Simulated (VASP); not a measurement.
Input of a VASP 6.6.1 run:

INCAR

```
SYSTEM = MgO
  PREC = Accurate
  ENCUT = 520
  EDIFF = 1E-6
  ISMEAR = 0
  SIGMA = 0.05
  LREAL = .False.
  LASPH = .True.
  NELM = 60
  ALGO = Normal
  ISIF = 2
  LWAVE = .False.
  LCHARG = .True.
  GGA = PS
  LELF = .True.
  LVHAR = .True.
  NBANDS = 16
```

KPOINTS

```
regular mesh
0
Gamma
  9 9 6
  0 0 0
```

Contents of POSCAR:

```
MgO
1.0
    3.0722000000      0.0000000000      0.0000000000
   -1.5361000000      2.6606032455      0.0000000000
    0.0000000000      0.0000000000      5.0193879762
Mg O
2 2
Direct
    0.3333333333      0.6666666667      0.0036583380
    0.6666666667      0.3333333333      0.5036583380
    0.3333333333      0.6666666667      0.4009416620
    0.6666666667      0.3333333333      0.9009416620
```

Potentials or basis: VASP PAW PBE potentials, release 64 (Mg, O).

The run is started by

```console
$ cat potpaw_PBE.64/Mg/POTCAR potpaw_PBE.64/O/POTCAR > POTCAR
$ mpirun -np 1 vasp_std > vasp.out
```

Problem. What does it give for the pressure?

Solution. 26.3 GPa.

Problem. Estimate the band gap on the k mesh.

Solution. 4.35 eV, direct.

Problem. Estimate the largest force.

Solution. 0.967 eV/Å.

Stress tensor (GPa, compression positive):
```
34.85  0.00  0.00
 0.00 34.85  0.00
 0.00  0.00  9.07
```

Caveat: the PAW data sets were made with another functional, which shifts forces and pressure a little. A k mesh can miss the band edges.
